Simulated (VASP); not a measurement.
# Al (Im-3m) in VASP: notebook

Aim: see how the results for Al move with the level of theory and the settings. Levels: HSE06+D3(BJ), PBE0. Tasks: single point.

Program: VASP 6.6.1. These are calculated values, not measurements. Logs are shortened: lines on timing, memory, paths and dates and some standing lists are left out, and cuts for length are marked.

## Step 1: The cell of the first run

It takes space group Im-3m (No. 229, cubic). The conventional cell has a = 3.117 Å, b = 3.117 Å, c = 3.117 Å, α = 90.00°, β = 90.00°, γ = 90.00°. Within 3.6 Å of Al (site symmetry m-3m) lie 14 Al at 2.70 to 3.12 Å.

## Step 2: Single point, HSE06+D3(BJ)

POSCAR

```
Al
1.0
   -1.5587357247      1.5587357247      1.5587357247
    1.5587357247     -1.5587357247      1.5587357247
    1.5587357247      1.5587357247     -1.5587357247
Al
1
Direct
    0.0000000000      0.0000000000      0.0000000000
```

INCAR.step1

```
SYSTEM = Al
PREC = Accurate ; ENCUT = 520
EDIFF = 1E-5 ; ISMEAR = 1
SIGMA = 0.1 ; LREAL = .False.
LASPH = .True. ; NELM = 60
ALGO = Normal ; ISIF = 2
LWAVE = .True. ; GGA = PE
NBANDS = 8
```

INCAR.step2

```
SYSTEM = Al
PREC = Accurate ; ENCUT = 520
EDIFF = 1E-6 ; ISMEAR = 1
SIGMA = 0.1 ; LREAL = .False.
LASPH = .True. ; NELM = 60
ALGO = Normal ; ISIF = 2
LWAVE = .False. ; LCHARG = .True.
GGA = PE ; LHFCALC = .True.
HFSCREEN = 0.2079 ; PRECFOCK = Normal
IVDW = 12 ; VDW_S6 = 1.0
VDW_S8 = 2.31 ; VDW_A1 = 0.383
VDW_A2 = 5.685 ; LELF = .True.
LVHAR = .True. ; ISTART = 1
NBANDS = 8
```

KPOINTS

```
Automatic mesh
0
Gamma
  8 8 8
  0 0 0
```

Potentials or basis: VASP PAW PBE potentials, release 64 (Al).

On the command line:

```
> cat potpaw_PBE.64/Al/POTCAR > POTCAR
> cp INCAR.step1 INCAR
> mpirun -np 1 vasp_std > vasp.out
> cp INCAR.step2 INCAR
> mpirun -np 1 vasp_std > vasp.out
```

OUTCAR:

```text
SYSTEM = Al
   PREC = Accurate
   ENCUT = 520
   EDIFF = 1E-6
   ISMEAR = 1
   LREAL = .False.
   LASPH = .True.
   NELM = 60
   ISIF = 2
   GGA = PE
   LHFCALC = .True.
   HFSCREEN = 0.2079
   PRECFOCK = Normal
   IVDW = 12
   ISTART = 1
 IVDW          = 12

 ion  position               nearest neighbor table
   1  0.000  0.000  0.000-

  LATTYP: Found a body centered cubic cell.
 ALAT       =     3.1174714494

  Lattice vectors:

 A1 = (  -1.5587357247,   1.5587357247,   1.5587357247)
 A2 = (   1.5587357247,  -1.5587357247,   1.5587357247)
 A3 = (   1.5587357247,   1.5587357247,  -1.5587357247)

Analysis of symmetry for initial positions (statically):
=====================================================================
 Subroutine PRICEL returns:
 Original cell was already a primitive cell.

 Routine SETGRP: Setting up the symmetry group for a
 body centered cubic supercell.

 Subroutine GETGRP returns: Found 48 space group operations
[... 9 lines left out ...]

 Routine SETGRP: Setting up the symmetry group for a
 body centered cubic supercell.

 Subroutine GETGRP returns: Found 48 space group operations
[... 11 lines left out ...]
                                     Primitive cell

  volume of cell :      15.1488

  direct lattice vectors                    reciprocal lattice vectors
    -1.558735725  1.558735725  1.558735725     0.000000000  0.320772785  0.320772785
     1.558735725 -1.558735725  1.558735725     0.320772785  0.000000000  0.320772785
     1.558735725  1.558735725 -1.558735725     0.320772785  0.320772785  0.000000000

  length of vectors
     2.699809471  2.699809471  2.699809471     0.453641223  0.453641223  0.453641223

  position of ions in fractional coordinates (direct lattice)
     0.000000000  0.000000000  0.000000000

  ion indices of the primitive-cell ions
   primitive index   ion index
                 1           1

----------------------------------------------------------------------------------------

 KPOINTS: Automatic mesh

Automatic generation of k-mesh.
 Grid dimensions read from file:
 generate k-points for:    8    8    8

 Generating k-lattice:

  Cartesian coordinates                     Fractional coordinates (reciprocal lattice)
     0.000000000  0.040096598  0.040096598     0.125000000  0.000000000  0.000000000
     0.040096598  0.000000000  0.040096598     0.000000000  0.125000000  0.000000000
     0.040096598  0.040096598  0.000000000     0.000000000  0.000000000  0.125000000

  Length of vectors
     0.056705153  0.056705153  0.056705153

  Shift w.r.t. Gamma in fractional coordinates (k-lattice)
     0.000000000  0.000000000  0.000000000

 Subroutine IBZKPT returns following result:
 ===========================================

 Found     29 irreducible k-points:

 Following reciprocal coordinates:
            Coordinates               Weight
  0.000000  0.000000  0.000000      1.000000
  0.125000  0.000000  0.000000     12.000000
  0.250000  0.000000  0.000000     12.000000
  0.375000  0.000000  0.000000     12.000000
  0.500000  0.000000  0.000000      6.000000
  0.125000  0.125000  0.000000     24.000000
[... 16 lines left out ...]
 -0.250000  0.250000  0.250000      6.000000
 -0.375000  0.375000  0.250000     24.000000
 [... further k-points ...]
   k-points           NKPTS =     29   k-points in BZ     NKDIM =    512   number of bands    NBANDS=      8
   number of dos      NEDOS =    301   number of ions     NIONS =      1
   total plane-waves  NPLWV =   8000
   dimension x,y,z NGX =    20 NGY =   20 NGZ =   20
   dimension x,y,z NGXF=    40 NGYF=   40 NGZF=   40
   ions per type =               1
   NGX,Y,Z   is equivalent  to a cutoff of  12.32, 12.32, 12.32 a.u.
   NGXF,Y,Z  is equivalent  to a cutoff of  24.63, 24.63, 24.63 a.u.
 SYSTEM =  Al
   PREC   = accura    normal or accurate (medium, high low for compatibility)
   ISTART =      1    job   : 0-new  1-cont  2-samecut
   ICHARG =      0    charge: 1-file 2-atom 10-const
   ISPIN  =      1    spin polarized calculation?
   LNONCOLLINEAR =      F non collinear calculations
   LSORBIT =      F    spin-orbit coupling
   LASPH  =      T    aspherical Exc in radial PAW
   ENCUT  =  520.0 eV  38.22 Ry    6.18 a.u.   5.02  5.02  5.02*2*pi/ulx,y,z
   NELM   =     60;   NELMIN=  2; NELMDL=  0     # of ELM steps
   EDIFF  = 0.1E-05   stopping-criterion for ELM
   LREAL  =      F    real-space projection
   EDIFFG = 0.1E-04   stopping-criterion for IOM
   NSW    =      0    number of steps for IOM
   IBRION =     -1    ionic relax: 0-MD 1-quasi-New 2-CG
   NFREE  =      0    steps in history (QN), initial steepest desc. (CG)
   ISIF   =      2    stress and relaxation
   ISYM   =      3    0-nonsym 1-usesym 2-fastsym
   POTIM  = 0.5000    time-step for ionic-motion
   TEBEG  =    0.0;   TEEND  =   0.0 temperature during run
   PSTRESS=    0.0 pullay stress
   NELECT =       3.0000    total number of electrons
   NUPDOWN=      -1.0000    fix difference up-down
   EMIN   =  10.00;   EMAX   =-10.00  energy-range for DOS
   EFERMI =   0.00;   METHOD = LEGACY
   ISMEAR =     1;   SIGMA  =   0.10  broadening in eV -4-tet -1-fermi 0-gaus
   EFERMI_NEDOS =   21; number of points for ismear=-14 and -15
   IALGO  =     38    algorithm
   IMIX   =      1    mixing-type and parameters
     AMIX     =   0.40;   BMIX     =  1.00
     AMIX_MAG =   1.60;   BMIX_MAG =  1.00
  volume/ion in A,a.u.               =      15.15       102.23
  Fermi-wavevector in a.u.,A,eV,Ry     =   0.954237  1.803246 12.389024  0.910568
  Thomas-Fermi vector in A             =   2.082965
   LORBIT       =      0    0 simple, 1 ext, 2 COOP (PROOUT), +10 PAW based schemes
   GGA     = PE    functional components
   LHFCALC =     T    Hartree Fock is set to
   PRECFOCK=normal    Normal, Fast or Accurate (Low or Medium for compatibility)
   ENCUT4O =  -1.0   cutoff for four orbital integrals eV
   NKREDX  =     1    reduce k-point grid by
   NKREDY  =     1    reduce k-point grid by
   NKREDZ  =     1    reduce k-point grid by
   AEXX    =    0.2500 exact exchange contribution
   HFSCREEN=    0.2079 screening length (either q_TF or 0.3 A-1)
   HFSCREENC=   0.2079 screening length for correlation (either q_TF or 0.3 A-1)
   ENCUTFOCK=  -1.0 apply spherical cutoff to Coloumb kernel
   IVDW    =    12    specifies the selected vdW correction
   LEPSILON=     F    determine dielectric tensor
   LRPA    =     F    only Hartree local field effects (RPA)
 non-spin polarized calculation
 Methfessel and Paxton  Order N= 1 SIGMA  =   0.10
  energy-cutoff  :      520.00
  volume of cell :       15.15
 maximum number of plane-waves:       420
  NGX = 16; NGY = 16; NGZ = 16

 number of electron       3.0000000 magnetization

 Free energy of the ion-electron system (eV)
  ---------------------------------------------------
  ext. energy  EPLUGINS =         0.00000000
  ---------------------------------------------------
  free energy    TOTEN  =        -3.90443335 eV

  energy without entropy =       -3.90252571  energy(sigma->0) =       -3.90379747

 E-fermi :   9.1404     XC(G=0):  -8.6571

 val. band max:        9.1157797429   @ k =  -0.3750   0.5000   0.2500
 cond. band min:       9.1465353315   @ k =  -0.3750   0.3750   0.1250
 fundamental gap:      0.0307555887
 Fermi energy:         9.1404338685

 k-point     1 :       0.0000    0.0000    0.0000
  band No.  band energies     occupation
      1      -4.4396      2.00000
      2      23.9095      0.00000
      3      23.9095      0.00000
      4      23.9095      0.00000
      5      26.1433      0.00000
      6      26.1433      0.00000
      7      26.1433      0.00000
      8      27.0835      0.00000

 k-point     2 :       0.1250    0.0000    0.0000
  band No.  band energies     occupation
      1      -3.9086      2.00000
      2      19.7520      0.00000
      3      22.0690      0.00000
      4      22.2831      0.00000
      5      24.1701      0.00000
      6      25.1917      0.00000
      7      27.1899      0.00000
      8      27.6487      0.00000

 k-point     3 :       0.2500    0.0000    0.0000
  band No.  band energies     occupation
      1      -2.3204      2.00000
      2      13.9960      0.00000
      3      20.1493      0.00000
      4      20.1931      0.00000
      5      22.1043      0.00000
      6      23.6486      0.00000
      7      28.7790      0.00000
      8      28.9079      0.00000

 k-point     4 :       0.3750    0.0000    0.0000
  band No.  band energies     occupation
      1       0.3105      2.00000
      2       8.6624      2.00000
      3      18.7579      0.00000
      4      19.0444      0.00000
      5      20.8218      0.00000
      6      22.5310      0.00000
      7      30.5356      0.00000
      8      31.3614      0.00000

 k-point     5 :       0.5000    0.0000    0.0000
  band No.  band energies     occupation
      1       3.5842      2.00000
      2       4.4363      2.00000
      3      18.2837      0.00000
      4      18.6600      0.00000
      5      20.3907      0.00000
      6      22.1250      0.00000
      7      32.0024      0.00000
      8      33.6770      0.00000
[... 177 lines left out ...]
 k-point    22 :       0.2500    0.2500    0.2500
  band No.  band energies     occupation
      1       7.6431      2.00000
      2       7.6431      2.00000
      3       7.6431      2.00000
      4      10.0830     -0.00000
      5      33.3584      0.00000
      6      33.3584      0.00000
      7      34.8415      0.00000
      8      34.8415      0.00000

 k-point    23 :      -0.2500    0.2500    0.2500
  band No.  band energies     occupation
      1      -0.2209      2.00000
      2      14.8817      0.00000
      3      14.8817      0.00000
      4      16.2229      0.00000
      5      18.6310      0.00000
      6      27.7180      0.00000
      7      29.1751      0.00000
      8      30.3319      0.00000

 k-point    24 :      -0.3750    0.3750    0.2500
  band No.  band energies     occupation
      1       2.3860      2.00000
      2      10.5407     -0.00000
      3      13.5231      0.00000
      4      15.7598      0.00000
      5      18.9626      0.00000
      6      25.4399      0.00000
      7      27.5513      0.00000
      8      30.9322      0.00000

 [... further k-points ...]

------------------------ aborting loop because EDIFF is reached ----------------------------------------

 Edisp (eV)   -0.47247

 E8    (eV) :    -0.3155

  FORCE on cell =-STRESS in cart. coord.  units (eV):
  Direction    XX          YY          ZZ          XY          YZ          ZX
  --------------------------------------------------------------------------------------
  -------------------------------------------------------------------------------------
  Total       0.26887     0.26887     0.26887    -0.00000    -0.00000     0.00000
  in kB      28.43653    28.43653    28.43653    -0.00000    -0.00000     0.00000
  external pressure =       28.44 kB  Pullay stress =        0.00 kB

 VOLUME and BASIS-vectors are now :
 -----------------------------------------------------------------------------
  energy-cutoff  :      520.00
  volume of cell :       15.15
      direct lattice vectors                 reciprocal lattice vectors
    -1.558735725  1.558735725  1.558735725     0.000000000  0.320772785  0.320772785
     1.558735725 -1.558735725  1.558735725     0.320772785  0.000000000  0.320772785
     1.558735725  1.558735725 -1.558735725     0.320772785  0.320772785  0.000000000

 POSITION                                       TOTAL-FORCE (eV/Angst)
 -----------------------------------------------------------------------------------
      0.00000      0.00000      0.00000        -0.000000      0.000000      0.000000
 -----------------------------------------------------------------------------------
    total drift:                                0.000000      0.000016      0.000036

  FREE ENERGIE OF THE ION-ELECTRON SYSTEM (eV)
  ---------------------------------------------------
  free  energy   TOTEN  =        -4.3769070724 eV

  energy  without entropy=       -4.3749994326  energy(sigma->0) =       -4.37627119
```

It took 3.1 min on 1 thread of Intel Xeon 6975P-C, shared host; peak memory 0.24 GiB.

What came out:

- Free energy: -4.3769 eV
- Pressure: 2.8 GPa
- Dispersion energy per atom: -0.472 eV

Caveat: three body term missing; the PAW data sets were made with another functional, which shifts forces and pressure a little; pairwise dispersion overbinds metals, which lowers pressure and volume.

## Step 3: Single point, HSE06+D3(BJ)

This run uses another cell than the first one, of 15.47 Å³/atom, 1.021 times its volume.

POSCAR

```
Al
1.0
   -1.5697130985      1.5697130985      1.5697130985
    1.5697130985     -1.5697130985      1.5697130985
    1.5697130985      1.5697130985     -1.5697130985
Al
1
Direct
    0.0000000000      0.0000000000      0.0000000000
```

INCAR.step1

```
SYSTEM = Al
ALGO     = Normal         ! electronic algorithm
EDIFF    = 1E-5           ! SCF threshold, eV
ENCUT    = 520            ! plane-wave cutoff, eV
GGA      = PE             ! functional
ISIF     = 2              ! what is computed and relaxed
ISMEAR   = 1              ! smearing method
LASPH    = .True.         ! aspherical terms in the spheres
LCHARG   = .False.        ! write CHGCAR
LREAL    = .False.        ! projectors in reciprocal space
LWAVE    = .True.         ! write WAVECAR
NBANDS   = 8              ! bands
NELM     = 100            ! most SCF steps
PREC     = Accurate       ! precision mode
SIGMA    = 0.1            ! smearing width, eV
```

INCAR.step2

```
SYSTEM = Al
ALGO     = Normal         ! electronic algorithm
EDIFF    = 1E-7           ! SCF threshold, eV
ENCUT    = 520            ! plane-wave cutoff, eV
GGA      = PE             ! functional
HFSCREEN = 0.2079         ! screening, 1/A
ISIF     = 2              ! what is computed and relaxed
ISMEAR   = 1              ! smearing method
ISTART   = 1            
IVDW     = 12             ! dispersion correction
LASPH    = .True.         ! aspherical terms in the spheres
LCHARG   = .False.        ! write CHGCAR
LHFCALC  = .True.         ! exact exchange
LREAL    = .False.        ! projectors in reciprocal space
LWAVE    = .False.        ! write WAVECAR
NBANDS   = 8              ! bands
NELM     = 100            ! most SCF steps
PREC     = Accurate       ! precision mode
PRECFOCK = Normal       
SIGMA    = 0.1            ! smearing width, eV
VDW_A1   = 0.383        
VDW_A2   = 5.685        
VDW_S6   = 1.0          
VDW_S8   = 2.31
```

KPOINTS

```
k-points
0
Gamma
  8 8 8
  0 0 0
```

Potentials or basis: VASP PAW PBE potentials, release 64 (Al).

On the command line:

```
> cat potpaw_PBE.64/Al/POTCAR > POTCAR
> cp INCAR.step1 INCAR
> mpirun -np 1 vasp_std > vasp.out
> cp INCAR.step2 INCAR
> mpirun -np 1 vasp_std > vasp.out
```

Run time: 3.1 min. Hardware: 1 thread of Intel Xeon 6975P-C, shared host; peak memory 0.24 GiB.

Results (log left out):

- Free energy: -4.3810 eV
- Pressure: 1.3 GPa
- Dispersion energy per atom: -0.462 eV

Levels at points of the mesh, in eV from the Fermi level:
| k point | band 1 | band 2 | band 3 | band 4 | band 5 |
| --- | --- | --- | --- | --- | --- |
| (0.00, 0.00, 0.00) | -13.42 | 14.62 | 14.62 | 14.62 | 16.65 |
| (0.50, 0.00, 0.00) | -5.47 | -4.69 | 9.08 | 9.33 | 11.08 |
| (0.50, 0.50, 0.50) | 3.45 | 3.45 | 3.45 | 4.34 | 4.34 |

Caveat: three body term missing; the PAW data sets were made with another functional, which shifts forces and pressure a little; pairwise dispersion overbinds metals, which lowers pressure and volume.

(Part 1 of 2 ends here.)
